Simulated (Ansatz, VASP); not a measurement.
## One calculation of Pb, two programs

```xyz
1
Lattice="3.5652 0.0000 0.0000 -1.7826 3.0876 0.0000 1.7826 1.0292 2.9110" Properties=species:S:1:pos:R:3 pbc="T T T"
Pb    0.0000    0.0000    0.0000
```

Alike in both runs: task single point; functional PBE; k mesh 12 × 12 × 12; occupations gaussian, width 0.1 eV; no spin polarisation.

|  | VASP | Ansatz |
| --- | --- | --- |
| version | VASP 6.6.1 | Ansatz 0.2.0 |
| potentials or method | VASP PAW PBE potentials, release 64 (Pb_d), cutoff 520 eV | scalar-relativistic, plane waves, PAW |
| valence electrons in the cell | 14 | 14 |

|  | VASP | Ansatz | Ansatz less VASP |
| --- | --- | --- | --- |
| gap on the k mesh at the Fermi level (eV) | none | none | - |
| pressure (GPa) | 0.2 | 0.2 | +0.02 |

A gap of «none» marks a metal or a gap that the smearing closes. The functional is the same, so the differences come from potentials, cutoffs and numerics.

Neither program's run includes spin-orbit coupling.
